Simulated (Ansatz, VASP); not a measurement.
**SnSe: VASP beside Ansatz**

File POSCAR:

```
SnSe
1.0
    5.0747781458      0.0000000000      0.0000000000
   -2.5373890729      4.3948867929      0.0000000000
    0.0000000000      0.0000000000      6.1736757455
Sn Se
2 2
Direct
    0.3333333333      0.6666666667     -0.0391356265
    0.6666666667      0.3333333333      0.4608643735
    0.3333333333      0.6666666667      0.4141356265
    0.6666666667      0.3333333333      0.9141356265
```

Contents of INCAR.step1:

```
SYSTEM = SnSe
  PREC = Accurate
  ENCUT = 520
  ISMEAR = 0
  SIGMA = 0.01
  LREAL = .FALSE.
  LASPH = .TRUE.
  NELM = 100
  NBANDS = 28
  GGA = PE
  ALGO = Normal
  EDIFF = 1E-4
  LWAVE = .TRUE.
  LCHARG = .FALSE.
```

The input INCAR.step2:

```
SYSTEM = SnSe
  PREC = Accurate
  ENCUT = 520
  EDIFF = 1E-7
  ISMEAR = 0
  SIGMA = 0.01
  LREAL = .FALSE.
  LASPH = .TRUE.
  NELM = 100
  ALGO = Normal
  ISIF = 2
  LWAVE = .FALSE.
  LCHARG = .FALSE.
  METAGGA = R2SCAN
  LMIXTAU = .TRUE.
  NBANDS = 28
  ISTART = 1
```

Contents of KPOINTS:

```
Automatic mesh
0
G
  6 6 4
  0 0 0
```

Input for Ansatz:

```yaml
crystal:
  lattice:
    - [5.0747781458, 0.0, 0.0]
    - [-2.5373890729, 4.3948867929, 0.0]
    - [0.0, 0.0, 6.1736757455]
  atoms:
    - { symbol: Sn, position: [0.3333333333, 0.6666666667, -0.0391356265] }
    - { symbol: Sn, position: [0.6666666667, 0.3333333333, 0.4608643735] }
    - { symbol: Se, position: [0.3333333333, 0.6666666667, 0.4141356265] }
    - { symbol: Se, position: [0.6666666667, 0.3333333333, 0.9141356265] }
kpoints:
  mp_grid: { grid: [6, 6, 4] }
  band_path:
    path:
      - [0.0, 0.0, 0.0]
      - [0.5, 0.0, 0.0]
      - [0.3333333333, 0.3333333333, 0.0]
      - [0.0, 0.0, 0.5]
      - [0.5, 0.0, 0.5]
      - [0.3333333333, 0.3333333333, 0.5]
      - [0.28125, 0.28125, -0.5]
    npoints: 1
hamiltonian:
  xc: r2scan
scf:
  occupations: { method: fixed }
  n_extra_bands: 5
output:
  forces: true
  stress: true
  eigenvalues: true
```

Alike in both runs: task single point; functional r2SCAN; k mesh 6 × 6 × 4; no spin polarisation.

|  | VASP | Ansatz |
| --- | --- | --- |
| version | VASP 6.6.1 | Ansatz 0.2.0 |
| potentials or method | VASP PAW PBE potentials, release 64 (Sn_d, Se) | plane waves, PAW |
| plane-wave cutoff (eV) | 520 | 500 |
| occupations | gaussian, width 0.01 eV | fixed |
| valence electrons in the cell | 40 | 60 |

```csv
,VASP,Ansatz,Ansatz less VASP
gap on the k mesh at the Fermi level (eV),1.00,1.00,-0.001
pressure (GPa),0.0,0.0,0.00
rms of the force components (eV/Å),0.005,0.000,-0.0045
```

VASP's potentials were made for PBE, not for r2SCAN. Atom by atom the forces differ by 0.005 eV/Å (rms over components). VASP's potentials hold 40 valence electrons a cell and Ansatz's 60, so a difference there can come from the potentials and not from the codes.
